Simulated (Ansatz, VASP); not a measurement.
Pt: VASP beside Ansatz

The input INCAR:

```
SYSTEM = Pt
ALGO     = Normal         ! electronic algorithm
EDIFF    = 1E-6           ! SCF threshold, eV
EDIFFG   = -0.005         ! ionic threshold
ENCUT    = 600            ! plane-wave cutoff, eV
GGA      = CA             ! functional
IBRION   = 2              ! ionic algorithm
ISIF     = 3              ! what is computed and relaxed
ISMEAR   = -1             ! smearing method
LASPH    = .TRUE.         ! aspherical terms in the spheres
LCHARG   = .FALSE.        ! write CHGCAR
LREAL    = .FALSE.        ! projectors in reciprocal space
LWAVE    = .FALSE.        ! write WAVECAR
NELM     = 60             ! most SCF steps
NSW      = 60             ! ionic steps
PREC     = Accurate       ! precision mode
SIGMA    = 0.05           ! smearing width, eV
```

The input KPOINTS:

```
k-points
0
G
  19 19 19
  0 0 0
```

Contents of POSCAR:

```
Pt
1.0
   -1.5456694941      1.5456694941      1.5456694941
    1.5456694941     -1.5456694941      1.5456694941
    1.5456694941      1.5456694941     -1.5456694941
Pt
1
Direct
    0.0000000000      0.0000000000      0.0000000000
```

Input for Ansatz:

```yaml
crystal:
  lattice:
    - [-1.5456694941, 1.5456694941, 1.5456694941]
    - [1.5456694941, -1.5456694941, 1.5456694941]
    - [1.5456694941, 1.5456694941, -1.5456694941]
  atoms:
    - { symbol: Pt, position: [0.0, 0.0, 0.0] }
kpoints:
  mp_grid: { grid: [19, 19, 19] }
scf:
  occupations: { method: fermi_dirac, width: 0.05 }
hamiltonian:
  xc: lda
  pseudopotentials: { kind: paw }
output:
  forces: true
  stress: true
relax:
  f_tol: 0.005
  max_steps: 40
  cell: {}
```

Alike in both runs: task relaxation of cell and atoms; functional LDA; k mesh 19 × 19 × 19; occupations fermi-dirac, width 0.05 eV; no spin polarisation.

```csv
,VASP,Ansatz
version,VASP 6.6.1,Ansatz 0.2.0
potentials or method,"VASP PAW LDA potentials, release 64 (Pt)","PAW with Ansatz's default frozen-core files, scalar-relativistic"
plane-wave cutoff (eV),600,420
valence electrons in the cell,10,18
```

```tsv
	VASP	Ansatz	Ansatz less VASP
relaxed volume (Å³/atom)	14.97	14.93	-0.041
relaxed cell length with the largest relative difference (Å)	2.689	2.687	-0.0025
```

LDA's correlation is that of Perdew and Zunger in VASP and of Perdew and Wang (1992) in Ansatz. VASP's potentials hold 10 valence electrons a cell and Ansatz's 18, so a difference there can come from the potentials and not from the codes.

Spin-orbit coupling is off throughout.
